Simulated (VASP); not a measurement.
# Si (I4_1/amd) in VASP: notebook

Si is run at these levels: PBE; tasks: single point.

Everything below comes from runs of VASP 6.6.1. Logs are shortened: lines on timing, memory, paths and dates and some standing lists are left out, and cuts for length are marked.

**1. The cell of the first run**

The structure is tetragonal, space group I4_1/amd (No. 141). Conventional cell: a = 4.074 Å, b = 4.074 Å, c = 5.166 Å, α = 90.00°, β = 90.00°, γ = 90.00°. Within 3.2 Å of Si (site symmetry -4m2) lie 4 Si at 2.41 Å.

**2. Single point, PBE (21.44 Å³/atom)**

INCAR

```
SYSTEM = Si
PREC     = Accurate       ! precision mode
ENCUT    = 520            ! plane-wave cutoff, eV
EDIFF    = 1E-6           ! SCF threshold, eV
ISMEAR   = 0              ! smearing method
SIGMA    = 0.05           ! smearing width, eV
LREAL    = .FALSE.        ! projectors in reciprocal space
LASPH    = .TRUE.         ! aspherical terms in the spheres
NELM     = 100            ! most SCF steps
ALGO     = Normal         ! electronic algorithm
ISIF     = 2              ! what is computed and relaxed
LWAVE    = .FALSE.        ! write WAVECAR
LCHARG   = .TRUE.         ! write CHGCAR
GGA      = PE             ! functional
LELF     = .TRUE.         ! ELF
LVHAR    = .TRUE.       
NBANDS   = 11             ! bands
```

KPOINTS

```
regular mesh
0
G
  10 10 10
  0 0 0
```

POSCAR

```
Si
1.0
    0.0000000000      2.8807677806      2.5828963921
    2.8807677806      0.0000000000      2.5828963921
    2.8807677806      2.8807677806      0.0000000000
Si
2
Direct
    0.5000000000      0.5000000000      0.5000000000
    0.7500000000      0.7500000000      0.7500000000
```

Potentials or basis: VASP PAW PBE potentials, release 64 (Si).

Command:

```
cat potpaw_PBE.64/Si/POTCAR > POTCAR
mpirun -np 1 vasp_std > vasp.out
```

OUTCAR:

```text
SYSTEM = Si
   PREC = Accurate
   ENCUT = 520
   EDIFF = 1E-6
   ISMEAR = 0
   LREAL = .FALSE.
   LASPH = .TRUE.
   NELM = 100
   ISIF = 2
   GGA = PE

 ion  position               nearest neighbor table
   1  0.500  0.500  0.500-   2 2.41   2 2.41   2 2.41   2 2.41
   2  0.750  0.750  0.750-   1 2.41   1 2.41   1 2.41   1 2.41

  LATTYP: Found a body centered tetragonal cell.
 ALAT       =     4.0740208654
 C/A-ratio  =     1.2679838800

  Lattice vectors:

 A1 = (   0.0000000000,  -2.8807677806,  -2.5828963921)
 A2 = (   0.0000000000,   2.8807677806,  -2.5828963921)
 A3 = (   2.8807677806,   0.0000000000,   2.5828963921)

Analysis of symmetry for initial positions (statically):
=====================================================================
 Subroutine PRICEL returns:
 Original cell was already a primitive cell.

 Routine SETGRP: Setting up the symmetry group for a
 body centered tetragonal supercell.

 Subroutine GETGRP returns: Found 16 space group operations
 (whereof  8 operations were pure point group operations)
 out of a pool of 16 trial point group operations.

The static configuration has the point symmetry D_2d.
 The point group associated with its full space group is D_4h.

Analysis of symmetry for dynamics (positions and initial velocities):
=====================================================================
 Subroutine PRICEL returns:
 Original cell was already a primitive cell.

 Routine SETGRP: Setting up the symmetry group for a
 body centered tetragonal supercell.

 Subroutine GETGRP returns: Found 16 space group operations
 (whereof  8 operations were pure point group operations)
 out of a pool of 16 trial point group operations.

The dynamic configuration has the point symmetry D_2d.
 The point group associated with its full space group is D_4h.

 Subroutine INISYM returns: Found 16 space group operations
 (whereof  8 operations are pure point group operations),
 and found     1 'primitive' translations

----------------------------------------------------------------------------------------

                                     Primitive cell

  volume of cell :      42.8700

  direct lattice vectors                    reciprocal lattice vectors
     0.000000000  2.880767781  2.582896392    -0.173564840  0.173564840  0.193581129
     2.880767781  0.000000000  2.582896392     0.173564840 -0.173564840  0.193581129
[... 93 lines left out ...]
   POTIM  = 0.5000    time-step for ionic-motion
   TEBEG  =    0.0;   TEEND  =   0.0 temperature during run
   PSTRESS=    0.0 pullay stress
   NELECT =       8.0000    total number of electrons
   NUPDOWN=      -1.0000    fix difference up-down
   EMIN   =  10.00;   EMAX   =-10.00  energy-range for DOS
   EFERMI =   0.00;   METHOD = LEGACY
   ISMEAR =     0;   SIGMA  =   0.05  broadening in eV -4-tet -1-fermi 0-gaus
   EFERMI_NEDOS =   21; number of points for ismear=-14 and -15
   IALGO  =     38    algorithm
   IMIX   =      4    mixing-type and parameters
     AMIX     =   0.40;   BMIX     =  1.00
     AMIX_MAG =   1.60;   BMIX_MAG =  1.00
  volume/ion in A,a.u.               =      21.44       144.65
  Fermi-wavevector in a.u.,A,eV,Ry     =   0.935521  1.767879 11.907820  0.875200
  Thomas-Fermi vector in A             =   2.062437
   LORBIT       =      0    0 simple, 1 ext, 2 COOP (PROOUT), +10 PAW based schemes
   GGA     = PE    functional components
   LHFCALC =     F    Hartree Fock is set to
   AEXX    =    0.0000 exact exchange contribution
   IVDW    =     0    specifies the selected vdW correction
   LEPSILON=     F    determine dielectric tensor
   LRPA    =     F    only Hartree local field effects (RPA)
 non-spin polarized calculation
 Gauss-broadening in eV      SIGMA  =   0.05
  energy-cutoff  :      520.00
  volume of cell :       42.87
 maximum number of plane-waves:      1174
 NGX is ok and might be reduce to    30
   NGX = 15   NGY = 15   NGZ = 15

 number of electron       8.0000000 magnetization

 Free energy of the ion-electron system (eV)
  ---------------------------------------------------
  ext. energy  EPLUGINS =         0.00000000
  ---------------------------------------------------
  free energy    TOTEN  =       -10.73557644 eV

  energy without entropy =      -10.73545774  energy(sigma->0) =      -10.73551709

 E-fermi :   5.3231     XC(G=0):  -9.1600

 val. band max:        5.2820032462   @ k =   0.1000  -0.0000   0.0000
 cond. band min:       5.4874908614   @ k =   0.5000   0.5000   0.0000
 fundamental gap:      0.2054876152
 Fermi energy:         5.3231330329

 k-point     1 :       0.0000    0.0000    0.0000
  band No.  band energies     occupation
      1      -6.3298      2.00000
      2       4.9578      2.00000
      3       4.9578      2.00000
      4       5.6171      0.00000
      5       7.4752      0.00000
      6       7.6506      0.00000
      7       7.9008      0.00000
      8       7.9008      0.00000
      9      11.9594      0.00000
     10      12.8684      0.00000
     11      13.5692      0.00000
[... 309 lines left out ...]
 k-point    24 :       0.4000    0.3000    0.0000
  band No.  band energies     occupation
      1      -4.0689      2.00000
      2       0.1207      2.00000
      3       2.2936      2.00000
      4       2.4519      2.00000
      5       5.6847      0.00000
      6       7.2226      0.00000
      7      11.8187      0.00000
      8      11.8616      0.00000
      9      15.1510      0.00000
     10      15.5038      0.00000
     11      17.3704      0.00000

 [... further k-points ...]

------------------------ aborting loop because EDIFF is reached ----------------------------------------

  FORCE on cell =-STRESS in cart. coord.  units (eV):
  Direction    XX          YY          ZZ          XY          YZ          ZX
  --------------------------------------------------------------------------------------
  -------------------------------------------------------------------------------------
  Total       -1.8526460     -1.8526460      0.4197149      0.0000000      0.0000000      0.0000000
  in kB      -69.2388021    -69.2388021     15.6859742      0.0000000      0.0000000      0.0000000
  external PRESSURE =     -40.9305433 kB  Pullay stress =       0.0000000 kB

 VOLUME and BASIS-vectors are now :
 -----------------------------------------------------------------------------
  energy-cutoff  :      520.00
  volume of cell :       42.87
      direct lattice vectors                 reciprocal lattice vectors
     0.000000000  2.880767781  2.582896392    -0.173564840  0.173564840  0.193581129
     2.880767781  0.000000000  2.582896392     0.173564840 -0.173564840  0.193581129
     2.880767781  2.880767781  0.000000000     0.173564840  0.173564840 -0.193581129

 POSITION                                       TOTAL-FORCE (eV/Angst)
 -----------------------------------------------------------------------------------
      2.88077      2.88077      2.58290         0.000000      0.000000     -0.000000
      4.32115      4.32115      3.87434         0.000000      0.000000      0.000000
 -----------------------------------------------------------------------------------
    total drift:                                0.000000     -0.000000     -0.000000

  FREE ENERGIE OF THE ION-ELECTRON SYSTEM (eV)
  ---------------------------------------------------
  free  energy   TOTEN  =       -10.7355764372 eV

  energy  without entropy=      -10.7354577447  energy(sigma->0) =      -10.73551709
```

OSZICAR:

```text
N       E                     dE             d eps       ncg     rms          rms(c)
DAV:   1     0.858991459663E+01    0.85899E+01   -0.32200E+03  2244   0.584E+02
DAV:   2    -0.102947987473E+02   -0.18885E+02   -0.18056E+02  2945   0.844E+01
DAV:   3    -0.108719127286E+02   -0.57711E+00   -0.57513E+00  2853   0.133E+01
DAV:   4    -0.108766300603E+02   -0.47173E-02   -0.47167E-02  2719   0.153E+00
DAV:   5    -0.108766816015E+02   -0.51541E-04   -0.51540E-04  2866   0.148E-01    0.441E+00
DAV:   6    -0.107805068975E+02    0.96175E-01   -0.51529E-02  2536   0.934E-01    0.267E+00
DAV:   7    -0.107341969656E+02    0.46310E-01   -0.10521E-01  2563   0.144E+00    0.141E-01
DAV:   8    -0.107353704412E+02   -0.11735E-02   -0.51238E-03  2594   0.379E-01    0.745E-02
DAV:   9    -0.107355556591E+02   -0.18522E-03   -0.19581E-04  2774   0.855E-02    0.562E-02
DAV:  10    -0.107355761115E+02   -0.20452E-04   -0.19591E-05  2707   0.253E-02    0.508E-03
DAV:  11    -0.107355764372E+02   -0.32568E-06   -0.16631E-06  2761   0.658E-03
   1 F= -.10735576E+02 E0= -.10735517E+02  d E =-.118693E-03
```

Wall time 48 s (1 thread of AMD EPYC 7R13, shared host); peak memory 0.15 GiB.

What came out:

| Quantity | Value |
| --- | --- |
| Free energy | -10.7356 eV |
| Pressure | -4.1 GPa |
| Band gap on the k mesh | zero (bands 4 and 5 overlap by 0.38 eV) |

Caveat: the cell stands under tension; semilocal functionals underestimate gaps, so a narrow gap can read as zero.

**3. Single point, PBE (21.43 Å³/atom)**

INCAR

```
  ALGO = Normal
  EDIFF = 1E-6
  ENCUT = 520
  GGA = PE
  ISIF = 2
  ISMEAR = 0
  LASPH = True
  LCHARG = True
  LELF = True
  LREAL = False
  LVHAR = True
  LWAVE = False
  NBANDS = 11
  NELM = 60
  PREC = Accurate
  SIGMA = 0.05
```

KPOINTS

```
k-points
0
Gamma
  10 10 10
```

POSCAR

```
Si
1.0
    0.0000000000      2.9515847692      2.4604410636
    2.9515847692      0.0000000000      2.4604410636
    2.9515847692      2.9515847692      0.0000000000
Si
2
Direct
    0.5000000000      0.5000000000      0.5000000000
    0.7500000000      0.7500000000      0.7500000000
```

Potentials or basis: VASP PAW PBE potentials, release 64 (Si).

Command:

```
cat potpaw_PBE.64/Si/POTCAR > POTCAR
mpirun -np 1 vasp_std > vasp.out
```

Wall time 48 s (1 thread of AMD EPYC 7R13, shared host); peak memory 0.16 GiB.

The run converged. Its results:

| Quantity | Value |
| --- | --- |
| Free energy | -10.6031 eV |
| Pressure | -4.8 GPa |
| Band gap on the k mesh | zero (bands 4 and 5 overlap by 1.03 eV) |

Stress tensor (GPa, compression positive):
```
-8.59  0.00  0.00
 0.00 -8.59  0.00
 0.00  0.00  2.76
```

Levels at points of the mesh, in eV from the Fermi level:
| k point | band 2 | band 3 | band 4 | band 5 | band 6 | band 7 |
| --- | --- | --- | --- | --- | --- | --- |
| (0.00, 0.00, 0.00) | -0.41 | -0.41 | 0.61 | 2.12 | 2.20 | 2.84 |
| (0.50, 0.00, 0.00) | -6.74 | -1.90 | -0.57 | 0.60 | 2.69 | 4.56 |
| (0.50, 0.50, 0.00) | -7.06 | -3.53 | -3.53 | -0.07 | -0.07 | 9.23 |
| (0.50, 0.00, 0.50) | -7.98 | -2.22 | -2.22 | 1.29 | 1.29 | 7.87 |

Caveat: the cell stands under tension.

[end of part 1 of 2]
